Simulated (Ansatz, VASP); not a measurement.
# MoS2 in VASP and in Ansatz

```
Mo S
1.0
     3.41640    0.00000    0.00000
    -1.70820    2.95869    0.00000
     0.00000    0.00000   11.39506
Mo S
2 4
Direct
  0.33333 0.66667 0.25000
  0.66667 0.33333 0.75000
  0.33333 0.66667 0.62599
  0.66667 0.33333 0.12599
  0.33333 0.66667 0.87401
  0.66667 0.33333 0.37401
```

Alike in both runs: task single point; functional PBEsol; k mesh 12 × 12 × 4; no spin polarisation.

|  | VASP | Ansatz |
| --- | --- | --- |
| version | VASP 6.6.1 | Ansatz 0.2.0 |
| potentials or method | VASP PAW PBE potentials, release 64 (Mo_sv, S), cutoff 520 eV | scalar-relativistic, plane waves, PAW |
| occupations | methfessel-paxton of order 1, width 0.2 eV | cold, width 0.2 eV |
| valence electrons in the cell | 52 | 52 |

|  | VASP | Ansatz | Ansatz less VASP |
| --- | --- | --- | --- |
| gap on the k mesh at the Fermi level (eV) | none | none | - |
| pressure (GPa) | -7.3 | -7.2 | +0.02 |
| traceless stress, the component that is largest in VASP (GPa) | 16.37 | 16.36 | -0.004 |
| rms of the force components (eV/Å) | 0.444 | 0.445 | +0.0009 |

VASP's potentials were made for PBE, not for PBEsol. Atom by atom the forces differ by 0.001 eV/Å (rms over components). A gap of «none» marks a metal or a gap that the smearing closes.
